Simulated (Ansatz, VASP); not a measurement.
# One calculation of SiC, two programs

INCAR

```
SYSTEM = SiC
PREC     = Accurate       ! precision mode
ENCUT    = 520            ! plane-wave cutoff, eV
EDIFF    = 1E-6           ! SCF threshold, eV
ISMEAR   = -1             ! smearing method
SIGMA    = 0.05           ! smearing width, eV
LREAL    = .FALSE.        ! projectors in reciprocal space
LASPH    = .TRUE.         ! aspherical terms in the spheres
NELM     = 80             ! most SCF steps
ALGO     = Normal         ! electronic algorithm
ISIF     = 2              ! what is computed and relaxed
LWAVE    = .FALSE.        ! write WAVECAR
LCHARG   = .FALSE.        ! write CHGCAR
GGA      = CA             ! functional
NBANDS   = 11             ! bands
```

KPOINTS

```
Automatic mesh
0
G
  16 16 16
  0 0 0
```

File POSCAR:

```
SiC
1.0
    0.0000000000      2.1740000000      2.1740000000
    2.1740000000      0.0000000000      2.1740000000
    2.1740000000      2.1740000000      0.0000000000
Si C
1 1
Direct
    0.0000000000      0.0000000000      0.0000000000
    0.7500000000      0.7500000000      0.7500000000
```

Input for Ansatz:

```yaml
crystal:
  lattice:
    - [0.0, 2.174, 2.174]
    - [2.174, 0.0, 2.174]
    - [2.174, 2.174, 0.0]
  atoms:
    - { symbol: Si, position: [0.0, 0.0, 0.0] }
    - { symbol: C, position: [0.75, 0.75, 0.75] }
kpoints:
  mp_grid: { grid: [16, 16, 16] }
  band_path:
    path:
      - [0.0, 0.0, 0.0]
      - [-0.5, -0.5, 0.0]
      - [-0.375, -0.375, 0.25]
      - [-0.375, 0.0, 0.375]
      - [0.0, 0.0, 0.0]
      - [0.0, 0.0, 0.5]
      - [-0.5, -0.25, 0.25]
      - [-0.5, -0.5, 0.0]
    npoints: 5
scf:
  occupations: { method: fermi_dirac, width: 0.05 }
hamiltonian:
  xc: lda
  pseudopotentials: { kind: all_electron, lapw: { basis_error: 0.00025 } }
output:
  forces: true
  stress: true
  eigenvalues: true
```

Alike in both runs: task single point; functional LDA; k mesh 16 × 16 × 16; occupations fermi-dirac, width 0.05 eV; no spin polarisation.

|  | VASP | Ansatz |
| --- | --- | --- |
| version | VASP 6.6.1 | Ansatz 0.2.0 |
| potentials or method | VASP PAW LDA potentials, release 64 (Si, C), cutoff 520 eV | all-electron LAPW, scalar-relativistic |

VASP gave:

```
pressure (GPa) : -2.5
```

Which values does Ansatz return?

Pressure (GPa): -3.0.

LDA's correlation is that of Perdew and Zunger in VASP and of Perdew and Wang (1992) in Ansatz. Ansatz ran all-electron here, and VASP with PAW potentials.
